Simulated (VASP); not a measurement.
## KCl: single point with PBE

The system is KCl.

```
K Cl
1.0
     3.77081    0.00000    0.00000
     0.00000    3.77081    0.00000
     0.00000    0.00000    3.77081
K Cl
1 1
Direct
  0.00000 0.00000 0.00000
  0.50000 0.50000 0.50000
```

```yaml
Program: VASP 6.6.1
Task: single point
Functional: PBE
Potentials_or_basis: VASP PAW PBE potentials, release 64 (K_sv, Cl)
Cutoff: 520 eV
k_mesh: 4 × 4 × 4
Occupations: gaussian, width 0.01 eV
Spin: no spin polarisation
```

The pressure is 1.1 GPa and the band gap on the k mesh is 5.03 eV, indirect (least direct gap 5.24 eV).

Levels at points of the mesh, in eV from the valence-band top:
```csv
k point,band 6,band 7,band 8,band 9,band 10,band 11
"(0.00, 0.00, 0.00)",-0.21,-0.21,-0.21,5.03,6.52,6.52
"(0.50, 0.00, 0.00)",-1.90,-0.24,-0.24,7.94,7.97,8.54
"(0.50, 0.50, 0.00)",-1.27,-1.27,0.00,6.22,7.35,8.99
"(0.50, 0.50, 0.50)",-1.44,-1.44,-1.44,8.98,8.98,8.98
```

Run time: 6.7 s on 1 thread of AMD EPYC 7R43 64-Core Processor (Zen 3), on a shared host, peak memory 0.11 GiB.

A k mesh can miss the band edges.
